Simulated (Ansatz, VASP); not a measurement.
**Two plane-wave programs on Al3C2**

```
Al C
1.0
     3.06096    0.00000    0.00000
    -1.53048    2.65087    0.00000
     0.00000    0.00000   14.46326
Al C
6 4
Direct
  0.33333 0.66667 0.91726
  0.66667 0.33333 0.41726
  0.33333 0.66667 0.58274
  0.66667 0.33333 0.08274
  0.33333 0.66667 0.75000
  0.66667 0.33333 0.25000
  0.33333 0.66667 0.15840
  0.66667 0.33333 0.65840
  0.33333 0.66667 0.34160
  0.66667 0.33333 0.84160
```

Change from the starting cell: species swapped into the B3Ru2 type (P6_3/mmc, No. 194).

Alike in both runs: functional PBE; k mesh 12 × 12 × 4; occupations gaussian, width 0.1 eV; no spin polarisation.

Ansatz relaxed the structure, and its values are those at the end. VASP's run is a single point on that final structure, the one shown.

|  | VASP | Ansatz |
| --- | --- | --- |
| version | VASP 6.6.1 | Ansatz 0.2.0 |
| potentials or method | VASP PAW PBE potentials, release 64 (Al, C), cutoff 520 eV | scalar-relativistic, plane waves, PAW |
| valence electrons in the cell | 34 | 34 |

```tsv
	VASP	Ansatz	Ansatz less VASP
gap on the k mesh at the Fermi level (eV)	none	none	-
pressure (GPa)	0.0	0.0	+0.03
```

A gap of «none» marks a metal or a gap that the smearing closes.
